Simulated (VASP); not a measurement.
# CdO: single point with LDA

CdO:

```
Cd O
1.0
     0.00000    2.36099    2.36099
     2.36099    0.00000    2.36099
     2.36099    2.36099    0.00000
Cd O
1 1
Cartesian
  0.0000 0.0000 0.0000
  2.3610 2.3610 2.3610
```

| Quantity | Value |
| --- | --- |
| Program | VASP 6.6.1 |
| Task | single point |
| Functional | LDA |
| Potentials or basis | VASP PAW LDA potentials, release 64 (Cd_sv_GW, O) |
| Cutoff | 700 eV |
| k mesh | 4 × 4 × 4 |
| Occupations | fermi-dirac, width 0.58 eV |
| Spin | no spin polarisation |
| Dipole correction | no |
| Further INCAR settings | ALGO = Normal; EDIFF = 1e-06; NBANDS = 20 |

* Pressure: -6.4 GPa
* Band gap on the k mesh: zero (bands 13 and 14 overlap by 0.50 eV)

Levels at points of the mesh, in eV from the Fermi level:
```tsv
k point	band 9	band 10	band 11	band 12	band 13	band 14	band 15	band 16	band 17	band 18
(0.00, 0.00, 0.00)	-7.77	-7.77	-2.79	-2.79	-2.79	-1.94	12.92	15.36	15.36	15.36
(0.50, 0.00, 0.00)	-7.51	-7.51	-5.24	-1.44	-1.44	2.86	5.64	10.15	10.15	16.04
(0.50, 0.50, 0.00)	-7.37	-7.06	-5.74	-3.75	-3.75	2.21	6.87	9.65	11.53	11.53
```

Run time: 7.3 s on 1 thread of Intel(R) Xeon(R) Platinum 8375C CPU @ 2.90GHz (Ice Lake), on a shared host, peak memory 0.15 GiB.

Caveat: the k points lie up to 0.58 Å⁻¹ apart, too coarse for converged energies and pressures of a metal; so wide a smearing shifts energies and pressures; semilocal functionals underestimate gaps, and a narrow one can read as zero.
